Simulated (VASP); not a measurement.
# MoS2 (R3m) in VASP: further runs, part 2 of 2

VASP 6.6.1. The steps go on from the part before.

## 4. Electric field gradients, PBE (18.75 Å³/atom)

This run uses another cell than the first one, of 18.75 Å³/atom.

File INCAR:

```
PREC = Accurate
ENCUT = 520
EDIFF = 1E-8
ISMEAR = -1
SIGMA = 0.05
LREAL = False
LASPH = True
NELM = 60
ALGO = Normal
ISIF = 2
LWAVE = False
LCHARG = False
GGA = PE
LEFG = True
NBANDS = 20
```

File KPOINTS:

```
Automatic mesh
0
Gamma
  13 13 13
```

File POSCAR:

```
MoS2
1.0
    1.6125180425      0.9309877259      6.2434257839
   -1.6125180425      0.9309877259      6.2434257839
    0.0000000000     -1.8619754517      6.2434257839
Mo S
1 2
Direct
    0.0000000000      0.0000000000      0.0000000000
    0.7484000000      0.7484000000      0.7484000000
    0.5849000000      0.5849000000      0.5849000000
```

Potentials or basis: VASP PAW PBE potentials, release 64 (Mo_sv, S).

Run with:

```bash
cat potpaw_PBE.64/Mo_sv/POTCAR potpaw_PBE.64/S/POTCAR > POTCAR
mpirun -np 1 vasp_std > vasp.out
```

OUTCAR:

```text
PREC = Accurate
   ENCUT = 520
   EDIFF = 1E-8
   ISMEAR = -1
   LREAL = False
   LASPH = True
   NELM = 60
   ISIF = 2
   GGA = PE

 ion  position               nearest neighbor table
   1  0.000  0.000  0.000-   2 2.41   2 2.41   2 2.41   3 2.41   3 2.41   3 2.41
   2  0.748  0.748  0.748-   1 2.41   1 2.41   1 2.41
   3  0.585  0.585  0.585-   1 2.41   1 2.41   1 2.41

  LATTYP: Found a trigonal (rhomboedric) cell.
 ALAT       =     6.5151606352
 COS(alpha) =     0.8774851014

  Lattice vectors:

 A1 = (   1.6125180425,   0.9309877259,   6.2434257839)
 A2 = (  -1.6125180425,   0.9309877259,   6.2434257839)
 A3 = (   0.0000000000,  -1.8619754517,   6.2434257839)

Analysis of symmetry for initial positions (statically):
=====================================================================
 Subroutine PRICEL returns:
 Original cell was already a primitive cell.

 Routine SETGRP: Setting up the symmetry group for a
 trigonal (rhombohedral) supercell.

 Subroutine GETGRP returns: Found  6 space group operations
 (whereof  6 operations were pure point group operations)
 out of a pool of 12 trial point group operations.

The static configuration has the point symmetry C_3v.

Analysis of symmetry for dynamics (positions and initial velocities):
=====================================================================
 Subroutine PRICEL returns:
 Original cell was already a primitive cell.

 Routine SETGRP: Setting up the symmetry group for a
 trigonal (rhombohedral) supercell.

 Subroutine GETGRP returns: Found  6 space group operations
 (whereof  6 operations were pure point group operations)
 out of a pool of 12 trial point group operations.

The dynamic configuration has the point symmetry C_3v.

 Subroutine INISYM returns: Found  6 space group operations
 (whereof  6 operations are pure point group operations),
 and found     1 'primitive' translations

----------------------------------------------------------------------------------------

                                     Primitive cell

  volume of cell :      56.2371

  direct lattice vectors                    reciprocal lattice vectors
     1.612518043  0.930987726  6.243425784     0.310074050  0.179021336  0.053389492
    -1.612518043  0.930987726  6.243425784    -0.310074050  0.179021336  0.053389492
     0.000000000 -1.861975452  6.243425784     0.000000000 -0.358042672  0.053389492

  length of vectors
     6.515160635  6.515160635  6.515160635     0.362001372  0.362001372  0.362001372

  position of ions in fractional coordinates (direct lattice)
     0.000000000  0.000000000  0.000000000
     0.748400000  0.748400000  0.748400000
     0.584900000  0.584900000  0.584900000

  ion indices of the primitive-cell ions
   primitive index   ion index
                 1           1
                 2           2
                 3           3

[... 79 lines left out ...]
   POTIM  = 0.5000    time-step for ionic-motion
   TEBEG  =    0.0;   TEEND  =   0.0 temperature during run
   PSTRESS=    0.0 pullay stress
   NELECT =      26.0000    total number of electrons
   NUPDOWN=      -1.0000    fix difference up-down
   EMIN   =  10.00;   EMAX   =-10.00  energy-range for DOS
   EFERMI =   0.00;   METHOD = LEGACY
   ISMEAR =    -1;   SIGMA  =   0.05  broadening in eV -4-tet -1-fermi 0-gaus
   EFERMI_NEDOS =   21; number of points for ismear=-14 and -15
   IALGO  =     38    algorithm
   IMIX   =      4    mixing-type and parameters
     AMIX     =   0.40;   BMIX     =  1.00
     AMIX_MAG =   1.60;   BMIX_MAG =  1.00
  volume/ion in A,a.u.               =      18.75       126.50
  Fermi-wavevector in a.u.,A,eV,Ry     =   1.265878  2.392162 21.802601  1.602446
  Thomas-Fermi vector in A             =   2.399108
   LORBIT       =      0    0 simple, 1 ext, 2 COOP (PROOUT), +10 PAW based schemes
   GGA     = PE    functional components
   LHFCALC =     F    Hartree Fock is set to
   AEXX    =    0.0000 exact exchange contribution
   IVDW    =     0    specifies the selected vdW correction
   LEPSILON=     F    determine dielectric tensor
   LRPA    =     F    only Hartree local field effects (RPA)
 non-spin polarized calculation
  energy-cutoff  :      520.00
  volume of cell :       56.24
 maximum number of plane-waves:      1537
   NGX = 25   NGY = 25   NGZ = 25

 number of electron      25.9999998 magnetization

 Free energy of the ion-electron system (eV)
  ---------------------------------------------------
  ext. energy  EPLUGINS =         0.00000000
  ---------------------------------------------------
  free energy    TOTEN  =       -21.81010270 eV

  energy without entropy =      -21.81009640  energy(sigma->0) =      -21.81009955

 E-fermi :   7.3144     XC(G=0): -10.5105

 val. band max:        7.0065272233   @ k =   0.4615   0.4615   0.4615
 cond. band min:       7.7689340638   @ k =  -0.3077   0.3077   0.0000
 fundamental gap:      0.7624068405
 Fermi energy:         7.3144185891

 k-point     1 :       0.0000    0.0000    0.0000
  band No.  band energies     occupation
      1     -54.6567      2.00000
      2     -28.7752      2.00000
      3     -28.6217      2.00000
      4     -28.6217      2.00000
      5      -7.9018      2.00000
      6      -6.2631      2.00000
[... 541 lines left out ...]
     19      14.8900      0.00000
     20      15.3726      0.00000

 [... further k-points ...]

------------------------ aborting loop because EDIFF is reached ----------------------------------------

  FORCE on cell =-STRESS in cart. coord.  units (eV):
  Direction    XX          YY          ZZ          XY          YZ          ZX
  --------------------------------------------------------------------------------------
  -------------------------------------------------------------------------------------
  Total       -0.6679681     -0.6679681      1.3374116      0.0000000      0.0000000      0.0000000
  in kB      -19.0302091    -19.0302091     38.1024513      0.0000000      0.0000000      0.0000000
  external PRESSURE =       0.0140110 kB  Pullay stress =       0.0000000 kB

 VOLUME and BASIS-vectors are now :
 -----------------------------------------------------------------------------
  energy-cutoff  :      520.00
  volume of cell :       56.24
      direct lattice vectors                 reciprocal lattice vectors
     1.612518043  0.930987726  6.243425784     0.310074050  0.179021336  0.053389492
    -1.612518043  0.930987726  6.243425784    -0.310074050  0.179021336  0.053389492
     0.000000000 -1.861975452  6.243425784     0.000000000 -0.358042672  0.053389492

 POSITION                                       TOTAL-FORCE (eV/Angst)
 -----------------------------------------------------------------------------------
      0.00000      0.00000      0.00000         0.000000     -0.000000     -0.002385
      0.00000      0.00000     14.01774         0.000000      0.000000      0.261689
      0.00000      0.00000     10.95534         0.000000     -0.000000     -0.259303
 -----------------------------------------------------------------------------------
    total drift:                                0.000000      0.000000     -0.000033

  FREE ENERGIE OF THE ION-ELECTRON SYSTEM (eV)
  ---------------------------------------------------
  free  energy   TOTEN  =       -21.8101027047 eV

  energy  without entropy=      -21.8100964039  energy(sigma->0) =      -21.81009955

 Electric field gradients (V/A^2)
---------------------------------------------------------------------
 ion       V_xx      V_yy      V_zz      V_xy      V_xz      V_yz
---------------------------------------------------------------------
   1      43.401    43.401   -86.803     0.000    -0.000    -0.000
   2      29.299    29.299   -58.597    -0.000    -0.000    -0.000
   3      28.765    28.765   -57.529     0.000     0.000    -0.000
---------------------------------------------------------------------

 Electric field gradients after diagonalization (V/A^2)
 (convention: |V_zz| > |V_xx| > |V_yy|)
----------------------------------------------------------------------
 ion       V_xx      V_yy      V_zz     asymmetry (V_yy - V_xx)/ V_zz
----------------------------------------------------------------------
   1      43.401    43.401   -86.803       0.000
   2      29.299    29.299   -58.597       0.000
   3      28.765    28.765   -57.529       0.000
----------------------------------------------------------------------

           NMR quadrupolar parameters

 Cq : quadrupolar parameter    Cq=e*Q*V_zz/h
 eta: asymmetry parameters     (V_yy - V_xx)/ V_zz
 Q  : nuclear electric quadrupole moment in mb (millibarn)
----------------------------------------------------------------------
 ion       Cq(MHz)       eta       Q (mb)
----------------------------------------------------------------------
   1      -0.210       0.000       1.000
   2      -0.142       0.000       1.000
   3      -0.139       0.000       1.000
----------------------------------------------------------------------
```

Wall time 8.5 min (1 thread of Intel Xeon Platinum 8559C (Emerald Rapids), shared host); peak memory 0.48 GiB.

Results:

* Free energy: -21.8101 eV
* Pressure: 0.0 GPa
* Largest force: 0.262 eV/Å
* Band gap on the k mesh: 0.76 eV (least direct gap 1.68 eV)
* Largest electric field gradient by atom: Mo -86.8; S -58.6, -57.5 V/Å²

Forces in eV/Å, atoms in the order of the input:
```
Mo   0.000  0.000 -0.002
S    0.000  0.000  0.262
S    0.000  0.000 -0.259
```

Electric field gradients, principal values (V/Å²):
```
atom   least  middle  greatest (by size)
1 Mo  43.401  43.401             -86.803
 2 S  29.299  29.299             -58.597
 3 S  28.765  28.765             -57.529
```

Caveat: the stress differs along the axes, from -2 to 4 GPa; without QUAD_EFG the Cq values of the log hold for a quadrupole moment of 1 mb, not for the nuclei.

## 5. The runs side by side

| cell | gap on the mesh (eV) | pressure (GPa) | largest force (eV/Å) |
| --- | --- | --- | --- |
| a = 6.368 Å, angles 28.7°, 3 atoms | 0.76 | 10.9 | 1.46 |
| a = 6.432 Å, angles 28.7°, 3 atoms | 0.76 | 5.8 | 0.91 |
| a = 6.515 Å, angles 28.7°, 3 atoms | 0.76 | 0.0 | 0.26 |

Alike in all rows: task electric field gradients; level PBE; potentials or basis VASP PAW PBE potentials, release 64 (Mo_sv, S); no spin polarisation; k mesh 13 × 13 × 13; cutoff (eV) 520; smearing fermi-dirac 0.05 eV.

Caveats: the stress differs along the axes, from 9 to 16 GPa (at least some runs); forces of over 1 eV/Å act on the atoms, so gaps and moduli don't describe the material at rest (at least some runs); the stress differs along the axes, from 4 to 10 GPa (at least some runs); the stress differs along the axes, from -2 to 4 GPa (at least some runs).

Absolute energies hang on the potentials; compare differences alone.
